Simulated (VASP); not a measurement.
Here is a VASP 6.6.1 calculation.

The input INCAR:

```
SYSTEM = Ti
  PREC = Accurate
  ENCUT = 520
  EDIFF = 1E-6
  ISMEAR = -1
  SIGMA = 0.05
  LREAL = .FALSE.
  LASPH = .TRUE.
  NELM = 60
  ALGO = Normal
  ISIF = 2
  LWAVE = .FALSE.
  LCHARG = .TRUE.
  LELF = .TRUE.
  LVHAR = .TRUE.
  NBANDS = 19
```

The input KPOINTS:

```
Automatic mesh
0
G
  10 10 6
  0 0 0
```

The input POSCAR:

```
Ti
1.0
    2.9695369932      0.0000000000      0.0000000000
   -1.4847684966      2.5716944736      0.0000000000
    0.0000000000      0.0000000000      4.7109942807
Ti
2
Direct
    0.6666666667      0.3333333333      0.7500000000
    0.3333333333      0.6666666667      0.2500000000
```

Potentials or basis: VASP PAW LDA potentials, release 64 (Ti_sv).

The run is started by

```sh
$ cat potpaw_LDA.64/Ti_sv/POTCAR > POTCAR
$ mpirun -np 1 vasp_std > vasp.out
```

(1) Estimate the pressure.

(2) What does it give for the band gap on the k mesh?

## Answers

(1) -11.5 GPa.

(2) zero (band 12 reaches 8.45 eV, above the bottom of band 13 at 7.52 eV).
